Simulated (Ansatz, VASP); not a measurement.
## CuAu: VASP beside Ansatz

```
CELL_PARAMETERS angstrom
2.82596 0.00000 0.00000
0.00000 2.82596 0.00000
0.00000 0.00000 3.63886
ATOMIC_POSITIONS crystal
Cu 0.50000 0.50000 0.50000
Au 0.00000 0.00000 0.00000
```

Alike in both runs: functional r2SCAN; k mesh 11 × 11 × 9; occupations fermi-dirac, width 0.1 eV; no spin polarisation.

Ansatz relaxed the structure, and its values are those at the end. VASP's run is a single point on that final structure, the one shown.

|  | VASP | Ansatz |
| --- | --- | --- |
| version | VASP 6.6.1 | Ansatz 0.2.0 |
| potentials or method | VASP PAW PBE potentials, release 64 (Cu, Au), cutoff 520 eV | PAW plane waves |
| valence electrons in the cell | 22 | 38 |

Ansatz gave:

| Quantity | Value |
| --- | --- |
| gap on the k mesh at the Fermi level (eV) | none |
| pressure (GPa) | 0.0 |

Q: Which values does VASP return?

A: gap on the k mesh at the Fermi level (eV): none; pressure (GPa): 0.3.

VASP's potentials were made for PBE, not for r2SCAN. A gap of «none» marks a metal or a gap that the smearing closes. VASP's potentials hold 22 valence electrons a cell and Ansatz's 38, so a difference there can come from the potentials and not from the codes.

Neither program's run includes spin-orbit coupling.
